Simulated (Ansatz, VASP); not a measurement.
## PbF2 in VASP and in Ansatz

Contents of INCAR:

```
SYSTEM = PbF2
  ALGO = Normal
  EDIFF = 1E-6
  ENCUT = 600
  GGA = PE
  GGA_COMPAT = .FALSE.
  ISIF = 2
  ISMEAR = 0
  LASPH = .TRUE.
  LCHARG = .FALSE.
  LREAL = .FALSE.
  LWAVE = .FALSE.
  NBANDS = 21
  NELM = 120
  PREC = Accurate
  SIGMA = 0.1
```

File KPOINTS:

```
k-points
0
G
  4 4 4
  0 0 0
```

POSCAR

```
PbF2
1.0
    0.0000000000      2.9579484323      2.9579484323
    2.9579484323      0.0000000000      2.9579484323
    2.9579484323      2.9579484323      0.0000000000
Pb F
1 2
Direct
    0.0000000000      0.0000000000      0.0000000000
    0.7500000000      0.7500000000      0.7500000000
    0.2500000000      0.2500000000      0.2500000000
```

Input for Ansatz:

```yaml
crystal:
  lattice:
    - [0.0, 2.9579484323, 2.9579484323]
    - [2.9579484323, 0.0, 2.9579484323]
    - [2.9579484323, 2.9579484323, 0.0]
  atoms:
    - { symbol: Pb, position: [0.0, 0.0, 0.0] }
    - { symbol: F, position: [0.75, 0.75, 0.75] }
    - { symbol: F, position: [0.25, 0.25, 0.25] }
basis: {}
kpoints:
  mp_grid: { grid: [4, 4, 4] }
hamiltonian:
  xc: pbe
scf:
  occupations: { method: gaussian, width: 0.1 }
  max_iter: 75
output:
  forces: true
  stress: true
  eigenvalues: true
  optics: { e_range: [0, 10], sigma: 0.2 }
```

Alike in both runs: task single point; functional PBE; k mesh 4 × 4 × 4; occupations gaussian, width 0.1 eV; no spin polarisation.

```csv
,VASP,Ansatz
version,VASP 6.6.1,Ansatz 0.2.0
potentials or method,"VASP PAW PBE potentials, release 64 (Pb_d, F)","scalar-relativistic, plane waves, PAW"
plane-wave cutoff (eV),600,420
valence electrons in the cell,28,28
```

|  | VASP | Ansatz | Ansatz less VASP |
| --- | --- | --- | --- |
| gap on the k mesh at the Fermi level (eV) | 4.42 | 4.42 | +0.002 |
| least direct gap on the mesh (eV) | 4.56 | 4.56 | +0.001 |
| pressure (GPa) | 2.9 | 3.2 | +0.25 |

The k mesh is coarse, so the values compare programs but aren't converged. Neither program's run includes spin-orbit coupling.
